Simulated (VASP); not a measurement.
Crystal: SbP5.

```
CELL_PARAMETERS angstrom
4.69513 0.00000 0.00000
-2.34756 4.06610 0.00000
0.00000 0.00000 5.47363
ATOMIC_POSITIONS crystal
Sb 0.00000 0.00000 0.50000
P 0.33333 0.66667 0.00000
P 0.66667 0.33333 0.00000
P 0.00000 0.00000 0.00000
P 0.33333 0.66667 0.50000
P 0.66667 0.33333 0.50000
```

The cell was generated, and may not be a known phase.

* Program: VASP 6.6.1
* Task: relaxation of cell and atoms
* Functional: PBE
* Potentials or basis: VASP PAW PBE potentials, release 64 (Sb, P)
* Cutoff: 600 eV
* k mesh: 6 × 6 × 4
* Occupations: gaussian, width 0.1 eV
* Spin: no spin polarisation

At the start: pressure 1.6 GPa; volume 17.42 Å³/atom.

Problem. How do energy, volume and symmetry change on relaxing?

Solution. Over 6 steps the energy falls by 48.9 meV/atom and the volume is 17.60 Å³/atom (+1.0 %); space group P6/mmm (No. 191, to 0.1 Å) before and after.

The path:
```
step  energy change (eV)  largest force (eV/Å)  pressure (GPa)  volume (Å³)
   1              0.0000                0.0000            1.60       104.50
   2             -0.2785                0.0000           -1.16       106.88
   3             -0.2906                0.0000           -0.92       106.53
   4             -0.2906                0.0000           -0.95       106.57
   5             -0.2929                0.0000            0.35       105.08
   6             -0.2937                0.0000           -0.09       105.57
```

Final structure:
```xyz
6
Lattice="4.8318 0.0000 0.0000 -2.4159 4.1844 0.0000 0.0000 0.0000 5.2217" Properties=species:S:1:pos:R:3 pbc="T T T"
Sb    0.0000    0.0000    2.6108
P     0.0000    2.7896    0.0000
P     2.4159    1.3948    0.0000
P     0.0000    0.0000    0.0000
P     0.0000    2.7896    2.6108
P     2.4159    1.3948    2.6108
```
